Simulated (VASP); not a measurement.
# HfO2 in VASP: notebook

The runs below take HfO2 through single point, relaxation of the atoms, with LDA.

Program: VASP 6.6.1. These are calculated values, not measurements. Logs are shortened: lines on timing, memory, paths and dates and some standing lists are left out, and cuts for length are marked.

## 1. The cell of the first run

It takes space group Fm-3m (No. 225, cubic). The conventional cell has a = 5.001 Å, b = 5.001 Å, c = 5.001 Å, α = 90.00°, β = 90.00°, γ = 90.00°. Within 2.9 Å of Hf (site symmetry m-3m) lie 8 O at 2.17 Å. O (site symmetry -43m) has 4 Hf at 2.17 Å and 6 O at 2.50 Å within 2.9 Å.

## 2. Single point, LDA, non-collinear spin, zero start, spin-orbit coupling

Contents of INCAR:

```
  ALGO = Normal
  EDIFF = 1E-7
  ENCUT = 520
  GGA = CA
  GGA_COMPAT = False
  ISIF = 2
  ISMEAR = 0
  LASPH = True
  LCHARG = False
  LMAXMIX = 4
  LORBIT = 11
  LORBMOM = True
  LREAL = False
  LSORBIT = True
  LWAVE = False
  MAGMOM = 0 0 0 0 0 0 0 0 0
  NBANDS = 35
  NELM = 150
  PREC = Accurate
  SIGMA = 0.01
```

Contents of KPOINTS:

```
k-points
0
Gamma
  8 8 8
```

Contents of POSCAR:

```
HfO2
1.0
    0.0000000000      2.5005380718      2.5005380718
    2.5005380718      0.0000000000      2.5005380718
    2.5005380718      2.5005380718      0.0000000000
Hf O
1 2
Direct
    0.0000000000      0.0000000000      0.0000000000
    0.2500000000      0.2500000000      0.2500000000
    0.7500000000      0.7500000000      0.7500000000
```

Potentials or basis: VASP PAW LDA potentials, release 64 (Hf_pv, O).

On the command line:

```console
$ cat potpaw_LDA.64/Hf_pv/POTCAR potpaw_LDA.64/O/POTCAR > POTCAR
$ mpirun -np 1 vasp_ncl > vasp.out
```

OUTCAR:

```text
EDIFF = 1E-7
   ENCUT = 520
   GGA = CA
   ISIF = 2
   ISMEAR = 0
   LASPH = True
   LORBIT = 11
   LREAL = False
   LSORBIT = True
   NELM = 150
   PREC = Accurate

 ion  position               nearest neighbor table
   1  0.000  0.000  0.000-   3 2.17   3 2.17   3 2.17   2 2.17   3 2.17   2 2.17   2 2.17   2 2.17

   2  0.250  0.250  0.250-   1 2.17   1 2.17   1 2.17   1 2.17
   3  0.750  0.750  0.750-   1 2.17   1 2.17   1 2.17   1 2.17

  LATTYP: Found a face centered cubic cell.
 ALAT       =     5.0010761436

  Lattice vectors:

 A1 = (   0.0000000000,   2.5005380718,   2.5005380718)
 A2 = (   2.5005380718,   0.0000000000,   2.5005380718)
 A3 = (   2.5005380718,   2.5005380718,   0.0000000000)

Analysis of symmetry for initial positions (statically):
=====================================================================
 Subroutine PRICEL returns:
 Original cell was already a primitive cell.

 Routine SETGRP: Setting up the symmetry group for a
 face centered cubic supercell.

 Subroutine GETGRP returns: Found 48 space group operations
 (whereof 48 operations were pure point group operations)
 out of a pool of 48 trial point group operations.

The static configuration has the point symmetry O_h .

Analysis of symmetry for dynamics (positions and initial velocities):
=====================================================================
 Subroutine PRICEL returns:
 Original cell was already a primitive cell.

 Routine SETGRP: Setting up the symmetry group for a
 face centered cubic supercell.

 Subroutine GETGRP returns: Found 48 space group operations
 (whereof 48 operations were pure point group operations)
 out of a pool of 48 trial point group operations.

The dynamic configuration has the point symmetry O_h .

Analysis of structural, dynamic, and magnetic symmetry:
=====================================================================
 Subroutine PRICEL returns:
 Original cell was already a primitive cell.

 Routine SETGRP: Setting up the symmetry group for a
 face centered cubic supercell.

 Subroutine GETGRP returns: Found 48 space group operations
 (whereof 48 operations were pure point group operations)
 out of a pool of 48 trial point group operations.

The overall configuration has the point symmetry O_h .

 Subroutine INISYM returns: Found 48 space group operations
[... 1070 lines left out ...]
 -----------------------------------------------------------------------------------
      0.00000      0.00000      0.00000         0.000000      0.000000      0.000000
      1.25027      1.25027      1.25027        -0.000000      0.000000     -0.000000
      3.75081      3.75081      3.75081         0.000000     -0.000000     -0.000000
 -----------------------------------------------------------------------------------
    total drift:                                0.000000      0.000000      0.000000

  FREE ENERGIE OF THE ION-ELECTRON SYSTEM (eV)
  ---------------------------------------------------
  free  energy   TOTEN  =       -33.7121982866 eV

  energy  without entropy=      -33.7121982866  energy(sigma->0) =      -33.71219829

 orbital moment (x)

 # of ion     p       d       tot
 ----------------------------------------
  1         0.000  -0.000  -0.000
  2        -0.000   0.000  -0.000
  3        -0.000   0.000  -0.000
 ----------------------------------------
           -0.000  -0.000  -0.000

 orbital moment (y)

 # of ion     p       d       tot
 ----------------------------------------
  1         0.000  -0.000  -0.000
  2         0.000   0.000   0.000
  3         0.000   0.000   0.000
 ----------------------------------------
            0.000  -0.000   0.000

 orbital moment (z)

 # of ion     p       d       tot
 ----------------------------------------
  1         0.000   0.000   0.000
  2         0.000   0.000   0.000
  3         0.000   0.000   0.000
 ----------------------------------------
            0.000   0.000   0.000

 Spin-Orbit-Coupling matrix elements

 Ion:    1  E_soc:     -1.2764250
 l=   1
     0.0000000    -0.2089943    -0.2089943
    -0.2089943     0.0000000    -0.2089943
    -0.2089943    -0.2089943     0.0000000
 l=   2
     0.0000000    -0.0009071     0.0000000    -0.0009071    -0.0028360
    -0.0009071     0.0000000    -0.0021270    -0.0009071    -0.0007090
     0.0000000    -0.0021270     0.0000000    -0.0021270     0.0000000
    -0.0009071    -0.0009071    -0.0021270     0.0000000    -0.0007090
    -0.0028360    -0.0007090     0.0000000    -0.0007090     0.0000000
 l=   3
     0.0000000     0.0000000     0.0000000     0.0000000     0.0000000     0.0000000     0.0000000
     0.0000000     0.0000000     0.0000000     0.0000000     0.0000000     0.0000000     0.0000000
     0.0000000     0.0000000     0.0000000     0.0000000     0.0000000     0.0000000     0.0000000
     0.0000000     0.0000000     0.0000000     0.0000000     0.0000000     0.0000000     0.0000000
[... 29 lines left out ...]
 l=   2
     0.0000000     0.0000000     0.0000000     0.0000000     0.0000000
     0.0000000     0.0000000     0.0000000     0.0000000     0.0000000
     0.0000000     0.0000000     0.0000000     0.0000000     0.0000000
     0.0000000     0.0000000     0.0000000     0.0000000     0.0000000
     0.0000000     0.0000000     0.0000000     0.0000000     0.0000000
 l=   3
     0.0000000     0.0000000     0.0000000     0.0000000     0.0000000     0.0000000     0.0000000
     0.0000000     0.0000000     0.0000000     0.0000000     0.0000000     0.0000000     0.0000000
     0.0000000     0.0000000     0.0000000     0.0000000     0.0000000     0.0000000     0.0000000
     0.0000000     0.0000000     0.0000000     0.0000000     0.0000000     0.0000000     0.0000000
     0.0000000     0.0000000     0.0000000     0.0000000     0.0000000     0.0000000     0.0000000
     0.0000000     0.0000000     0.0000000     0.0000000     0.0000000     0.0000000     0.0000000
     0.0000000     0.0000000     0.0000000     0.0000000     0.0000000     0.0000000     0.0000000

 total charge

# of ion       s       p       d       tot
------------------------------------------
    1        0.308   6.690   1.468   8.466
    2        1.552   3.553   0.000   5.105
    3        1.552   3.553   0.000   5.105
--------------------------------------------------
tot          3.412  13.796   1.468  18.676

 magnetization (x)

# of ion       s       p       d       tot
------------------------------------------
    1       -0.000  -0.000  -0.000  -0.000
    2       -0.000   0.000   0.000   0.000
    3        0.000   0.000   0.000   0.000
--------------------------------------------------
tot         -0.000   0.000  -0.000   0.000

 magnetization (y)

# of ion       s       p       d       tot
------------------------------------------
    1       -0.000  -0.000   0.000  -0.000
    2       -0.000   0.000   0.000  -0.000
    3        0.000   0.000   0.000   0.000
--------------------------------------------------
tot         -0.000  -0.000   0.000  -0.000

 magnetization (z)

# of ion       s       p       d       tot
------------------------------------------
    1       -0.000   0.000   0.000  -0.000
    2        0.000   0.000   0.000   0.000
    3       -0.000   0.000   0.000  -0.000
--------------------------------------------------
tot         -0.000   0.000   0.000  -0.000
```

stdout:

```text
POSCAR found type information on POSCAR HfO
 POSCAR found :  2 types and       3 ions
 scaLAPACK will be used
 LDA part: xc-table for (Slater(with rela. corr.)+CA(PZ))
 , standard interpolation
 POSCAR, INCAR and KPOINTS ok, starting setup
 FFT: planning ... GRIDC
 FFT: planning ... GRID_SOFT
 FFT: planning ... GRID
 WAVECAR not read
 entering main loop
```

It took 48 s on 1 thread of Intel Xeon 6975P-C (Granite Rapids), shared host; peak memory 0.22 GiB.

What came out:

```yaml
Free_energy: -33.7122 eV
Pressure: -3.1 GPa
Net_moment: 0.00 μB per cell
Valence_electrons_inside_the_program's_atomic_spheres: Hf 8.47; O 5.11
```

Moments on the atoms (μB; x, y, z):
```
Hf  0.00 0.00 0.00
O   0.00 0.00 0.00
O   0.00 0.00 0.00
```

## 3. Relaxation of the atoms, LDA (equal xy, yz and zx engineering shears of -0.5 %)

Contents of INCAR:

```
SYSTEM = HfO2
PREC     = Accurate       ! precision mode
ENCUT    = 520            ! plane-wave cutoff, eV
EDIFF    = 1E-6           ! SCF threshold, eV
ISMEAR   = 0              ! smearing method
SIGMA    = 0.01           ! smearing width, eV
LREAL    = .FALSE.        ! projectors in reciprocal space
LASPH    = .TRUE.         ! aspherical terms in the spheres
NELM     = 100            ! most SCF steps
ALGO     = Normal         ! electronic algorithm
ISIF     = 2              ! what is computed and relaxed
LWAVE    = .FALSE.        ! write WAVECAR
LCHARG   = .FALSE.        ! write CHGCAR
IBRION   = 2              ! ionic algorithm
NSW      = 50             ! ionic steps
EDIFFG   = -0.002         ! ionic threshold
```

Contents of KPOINTS:

```
regular mesh
0
G
  8 8 8
  0 0 0
```

Contents of POSCAR:

```
HfO2
1.0
   -0.0125026904      2.4942867267      2.4942867267
    2.4942867267     -0.0125026904      2.4942867267
    2.4942867267      2.4942867267     -0.0125026904
Hf O
1 2
Direct
    0.0000000000      0.0000000000      0.0000000000
    0.2500000000      0.2500000000      0.2500000000
    0.7500000000      0.7500000000      0.7500000000
```

Potentials or basis: VASP PAW LDA potentials, release 64 (Hf_pv, O).

On the command line:

```console
$ cat potpaw_LDA.64/Hf_pv/POTCAR potpaw_LDA.64/O/POTCAR > POTCAR
$ mpirun -np 1 vasp_std > vasp.out
```

Run time: 25 s. Hardware: 1 thread of Intel Xeon 6975P-C (Granite Rapids), shared host; peak memory 0.16 GiB.

The run converged. Its results:

```
Free energy               : -33.0673 eV
Energy gained by relaxing : 0.1 meV/atom
Ionic steps               : 3
Pressure after relaxing   : -3.2 GPa
Band gap on the k mesh    : 3.70 eV, direct
```

Stress tensor (GPa, compression positive):
```
-3.21  0.38  0.38
 0.38 -3.21  0.38
 0.38  0.38 -3.21
```

Step by step:
```csv
step,energy change (eV),largest force (eV/Å),pressure (GPa)
1,0.0000,0.0733,-3.19
2,-0.0003,0.0020,-3.21
3,-0.0003,0.0008,-3.21
```

Final structure:
```xyz
3
Lattice="-0.0125 2.4943 2.4943 2.4943 -0.0125 2.4943 2.4943 2.4943 -0.0125" Properties=species:S:1:pos:R:3 pbc="T T T"
Hf    0.0000    0.0000    0.0000
O     1.2460    1.2460    1.2460
O     3.7301    3.7301    3.7301
```

Levels at points of the mesh, in eV from the valence-band top:
| k point | band 8 | band 9 | band 10 | band 11 | band 12 | band 13 | band 14 | band 15 |
| --- | --- | --- | --- | --- | --- | --- | --- | --- |
| (0.00, 0.00, 0.00) | -5.65 | -0.64 | -0.63 | -0.63 | 3.78 | 3.78 | 6.02 | 10.87 |
| (0.50, 0.00, 0.00) | -3.12 | -2.85 | -1.91 | -1.86 | 4.54 | 4.60 | 7.30 | 8.93 |
| (0.50, 0.50, 0.00) | -3.55 | -1.65 | -1.60 | 0.00 | 3.70 | 5.54 | 6.97 | 8.41 |
| (0.50, 0.50, 0.50) | -3.14 | -2.85 | -1.88 | -1.88 | 4.59 | 4.59 | 7.42 | 8.94 |

Caveat: the cell differs from its parent crystal (equal xy, yz and zx engineering shears of -0.5 %); spin-orbit coupling is left out, which moves the levels of the heavy elements. A k mesh can miss the band edges.

## 4. Relaxation of the atoms, LDA (equal xy, yz and zx engineering shears of +0.5 %)

Contents of INCAR:

```
PREC     = Accurate       # precision mode
ENCUT    = 520            # plane-wave cutoff, eV
EDIFF    = 1E-6           # SCF threshold, eV
ISMEAR   = 0              # smearing method
SIGMA    = 0.01           # smearing width, eV
LREAL    = F              # projectors in reciprocal space
LASPH    = T              # aspherical terms in the spheres
NELM     = 60             # most SCF steps
ALGO     = Normal         # electronic algorithm
ISIF     = 2              # what is computed and relaxed
LWAVE    = F              # write WAVECAR
LCHARG   = F              # write CHGCAR
GGA      = CA             # functional
IBRION   = 2              # ionic algorithm
NSW      = 50             # ionic steps
EDIFFG   = -0.002         # ionic threshold
```

Contents of KPOINTS:

```
Automatic mesh
0
Gamma
  8 8 8
```

Contents of POSCAR:

```
HfO2
1.0
    0.0125026904      2.5067894170      2.5067894170
    2.5067894170      0.0125026904      2.5067894170
    2.5067894170      2.5067894170      0.0125026904
Hf O
1 2
Direct
    0.0000000000      0.0000000000      0.0000000000
    0.2500000000      0.2500000000      0.2500000000
    0.7500000000      0.7500000000      0.7500000000
```

Potentials or basis: VASP PAW LDA potentials, release 64 (Hf_pv, O).

On the command line:

```console
$ cat potpaw_LDA.64/Hf_pv/POTCAR potpaw_LDA.64/O/POTCAR > POTCAR
$ mpirun -np 1 vasp_std > vasp.out
```

OUTCAR:

```text
PREC = Accurate
   ENCUT = 520
   EDIFF = 1E-6
   ISMEAR = 0
   LREAL = F
   LASPH = T
   NELM = 60
   ISIF = 2
   GGA = CA
   IBRION = 2
   NSW = 50
   EDIFFG = -0.002

 ion  position               nearest neighbor table
   1  0.000  0.000  0.000-   3 2.16   3 2.16   3 2.16   2 2.16   2 2.16   2 2.16   3 2.18   2 2.18

   2  0.250  0.250  0.250-   1 2.16   1 2.16   1 2.16   1 2.18
   3  0.750  0.750  0.750-   1 2.16   1 2.16   1 2.16   1 2.18

  LATTYP: Found a trigonal (rhomboedric) cell.
 ALAT       =     3.5451576382
 COS(alpha) =     0.5049812504

  Lattice vectors:

 A1 = (   0.0125026904,   2.5067894170,   2.5067894170)
 A2 = (   2.5067894170,   0.0125026904,   2.5067894170)
 A3 = (   2.5067894170,   2.5067894170,   0.0125026904)

Analysis of symmetry for initial positions (statically):
=====================================================================
 Subroutine PRICEL returns:
 Original cell was already a primitive cell.

 Routine SETGRP: Setting up the symmetry group for a
 trigonal (rhombohedral) supercell.

[... 223 lines left out ...]

 k-point     1 :       0.0000    0.0000    0.0000
  band No.  band energies     occupation
      1     -24.8935      2.00000
      2     -24.8919      2.00000
      3     -24.8919      2.00000
      4     -14.3173      2.00000
      5     -10.9418      2.00000
      6      -1.2668      2.00000
      7      -1.2361      2.00000
      8      -1.2361      2.00000
      9       3.7815      2.00000
     10       3.7815      2.00000
     11       3.7987      2.00000
     12       8.1959      0.00000
     13       8.1960      0.00000
     14      10.4399      0.00000
[... 401 lines left out ...]
      2     -24.9949      2.00000
      3     -24.9300      2.00000
      4     -13.1710      2.00000
      5     -11.7167      2.00000
      6      -0.7371      2.00000
      7      -0.2505      2.00000
      8       1.0801      2.00000
      9       1.5245      2.00000
     10       2.1317      2.00000
     11       3.6128      2.00000
     12       8.7787      0.00000
     13       9.4467      0.00000
     14      11.6539      0.00000
     15      13.4026      0.00000

 [... further k-points ...]
[... 5 lines left out ...]
  --------------------------------------------------------------------------------------
  -------------------------------------------------------------------------------------
  Total       -0.6277142     -0.6277142     -0.6277142     -0.0727510     -0.0727510     -0.0727510
  in kB      -32.1625354    -32.1625354    -32.1625354     -3.7275821     -3.7275821     -3.7275821
  external PRESSURE =     -32.1625354 kB  Pullay stress =       0.0000000 kB

 VOLUME and BASIS-vectors are now :
 -----------------------------------------------------------------------------
  energy-cutoff  :      520.00
  volume of cell :       31.27
      direct lattice vectors                 reciprocal lattice vectors
     0.012502690  2.506789417  2.506789417    -0.200956761  0.199959457  0.199959457
     2.506789417  0.012502690  2.506789417     0.199959457 -0.200956761  0.199959457
     2.506789417  2.506789417  0.012502690     0.199959457  0.199959457 -0.200956761

 POSITION                                       TOTAL-FORCE (eV/Angst)
 -----------------------------------------------------------------------------------
      2.51929      5.01358      2.51929         0.000000     -0.000000      0.000000
      1.25460      1.25460      1.25460         0.000276      0.000276      0.000276
      3.77148      3.77148      3.77148        -0.000276     -0.000276     -0.000276
 -----------------------------------------------------------------------------------
    total drift:                                0.000000      0.000000      0.000000

  FREE ENERGIE OF THE ION-ELECTRON SYSTEM (eV)
  ---------------------------------------------------
  free  energy   TOTEN  =       -33.0672862463 eV

  energy  without entropy=      -33.0672862463  energy(sigma->0) =      -33.06728625

 reached required accuracy - stopping structural energy minimisation
```

CONTCAR:

```text
HfO2
   1.00000000000000
     0.0125026904000000    2.5067894169999998    2.5067894169999998
     2.5067894169999998    0.0125026904000000    2.5067894169999998
     2.5067894169999998    2.5067894169999998    0.0125026904000000
  Hf              O
     1     2
Direct
     1.0000000000000000    0.0000000000000000    1.0000000000000000
     0.2496181776194507    0.2496181776194507    0.2496181776194507
     0.7503818223805493    0.7503818223805493    0.7503818223805493

  0.00000000E+00  0.00000000E+00  0.00000000E+00
  0.00000000E+00  0.00000000E+00  0.00000000E+00
  0.00000000E+00  0.00000000E+00  0.00000000E+00
```

It took 21 s on 1 thread of Intel Xeon 6975P-C (Granite Rapids), shared host; peak memory 0.15 GiB.

Results:

| Quantity | Value |
| --- | --- |
| Free energy | -33.0673 eV |
| Energy gained by relaxing | 0.1 meV/atom |
| Ionic steps | 2 |
| Pressure after relaxing | -3.2 GPa |
| Band gap on the k mesh | 3.70 eV, direct |

Stress tensor (GPa, compression positive):
```
-3.22 -0.37 -0.37
-0.37 -3.22 -0.37
-0.37 -0.37 -3.22
```

The path:
```tsv
step	energy change (eV)	largest force (eV/Å)	pressure (GPa)
1	0.0000	0.0689	-3.19
2	-0.0002	0.0005	-3.22
```

Final structure:
```
CELL_PARAMETERS angstrom
0.01250 2.50679 2.50679
2.50679 0.01250 2.50679
2.50679 2.50679 0.01250
ATOMIC_POSITIONS crystal
Hf 0.00000 0.00000 0.00000
O 0.24962 0.24962 0.24962
O 0.75038 0.75038 0.75038
```

Levels at points of the mesh, in eV from the valence-band top:
| k point | band 8 | band 9 | band 10 | band 11 | band 12 | band 13 | band 14 | band 15 |
| --- | --- | --- | --- | --- | --- | --- | --- | --- |
| (0.00, 0.00, 0.00) | -5.66 | -0.64 | -0.64 | -0.62 | 3.78 | 3.78 | 6.02 | 10.86 |
| (0.50, 0.00, 0.00) | -3.13 | -2.85 | -1.91 | -1.86 | 4.55 | 4.61 | 7.36 | 8.93 |
| (0.50, 0.50, 0.00) | -3.55 | -1.65 | -1.60 | 0.00 | 3.70 | 5.54 | 6.97 | 8.42 |
| (0.50, 0.50, 0.50) | -3.11 | -2.85 | -1.89 | -1.89 | 4.56 | 4.56 | 7.25 | 8.92 |

Caveat: the cell differs from its parent crystal (equal xy, yz and zx engineering shears of +0.5 %); spin-orbit coupling is left out, which moves the levels of the heavy elements.

## 5. The runs side by side

```csv
task,spin,cell,gap on the mesh (eV),pressure (GPa)
single point,"non-collinear, zero start, SOC","a = 3.536 Å, angles 60.0°, 3 atoms",-,-3.1
relaxation of the atoms,off,"atoms relaxed from a = 3.527 Å, angles 60.3°, 3 atoms",3.70,-3.2
relaxation of the atoms,off,"atoms relaxed from a = 3.545 Å, angles 59.7°, 3 atoms",3.70,-3.2
```

Alike in all rows: level LDA; potentials or basis VASP PAW LDA potentials, release 64 (Hf_pv, O); k mesh 8 × 8 × 8; cutoff (eV) 520; smearing gaussian 0.01 eV.

Caveats: spin-orbit coupling is left out, which moves the levels of the heavy elements (some runs).

Total energies depend on the potentials used, so only differences within one code and one set of settings carry meaning.
